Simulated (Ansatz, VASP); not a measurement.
One calculation of Hf2B2O, two programs

The input INCAR:

```
  PREC = Accurate
  ENCUT = 520
  EDIFF = 1E-6
  ISMEAR = 0
  SIGMA = 0.1
  LREAL = False
  LASPH = True
  NELM = 80
  ALGO = Fast
  ISIF = 2
  LWAVE = False
  LCHARG = False
  GGA = PE
  NBANDS = 24
```

Contents of KPOINTS:

```
regular mesh
0
Gamma
  4 4 6
```

The input POSCAR:

```
Hf2B2O
1.0
    2.8114407400     -3.5819129600      0.0000000000
    2.8114407400      3.5819129600      0.0000000000
   -1.8259884500      0.0000000000      2.6631383600
Hf B O
2 2 1
Direct
    0.7114458800      0.2885541200      0.5000000000
    0.2928541200      0.7071458800      0.5000000000
    0.7481104400      0.6509273400      0.2862671800
    0.3490726600      0.2518895600      0.7137328200
    0.8985169000      0.1014831000      0.0000000000
```

Input for Ansatz:

```yaml
crystal:
  lattice:
    - [2.81144074, -3.58191296, 0.0]
    - [2.81144074, 3.58191296, 0.0]
    - [-1.82598845, 0.0, 2.66313836]
  atoms:
    - { symbol: Hf, position: [0.71144588, 0.28855412, 0.5] }
    - { symbol: Hf, position: [0.29285412, 0.70714588, 0.5] }
    - { symbol: B, position: [0.74811044, 0.65092734, 0.28626718] }
    - { symbol: B, position: [0.34907266, 0.25188956, 0.71373282] }
    - { symbol: O, position: [0.8985169, 0.1014831, 0.0] }
basis:
  ecutwfc: 420
kpoints:
  mp_grid: { grid: [4, 4, 6] }
hamiltonian:
  xc: pbe
scf:
  occupations: { method: gaussian, width: 0.1 }
  lower_state_search: "off"
output:
  forces: true
  stress: true
  eigenvalues: true
```

Alike in both runs: task single point; functional PBE; k mesh 4 × 4 × 6; occupations gaussian, width 0.1 eV; no spin polarisation.

|  | VASP | Ansatz |
| --- | --- | --- |
| version | VASP 6.6.1 | Ansatz 0.2.0 |
| potentials or method | VASP PAW PBE potentials, release 64 (Hf_pv, B, O), cutoff 520 eV | scalar-relativistic, plane waves, PAW |
| valence electrons in the cell | 32 | 64 |

Ansatz gave:

| Quantity | Value |
| --- | --- |
| gap on the k mesh at the Fermi level (eV) | none |
| rms of the force components (eV/Å) | 2.854 |

Task: What did VASP give for the same quantities?

Result: gap on the k mesh at the Fermi level (eV): none; rms of the force components (eV/Å): 2.914.

Atom by atom the forces differ by 0.067 eV/Å (rms over components). A gap of «none» marks a metal or a gap that the smearing closes. With one functional, cell and mesh, what is left measures potentials, basis and numerics. VASP's potentials hold 32 valence electrons a cell and Ansatz's 64, so a difference there can come from the potentials and not from the codes.

The k mesh is coarse, so the values compare programs but aren't converged. Neither program's run includes spin-orbit coupling.
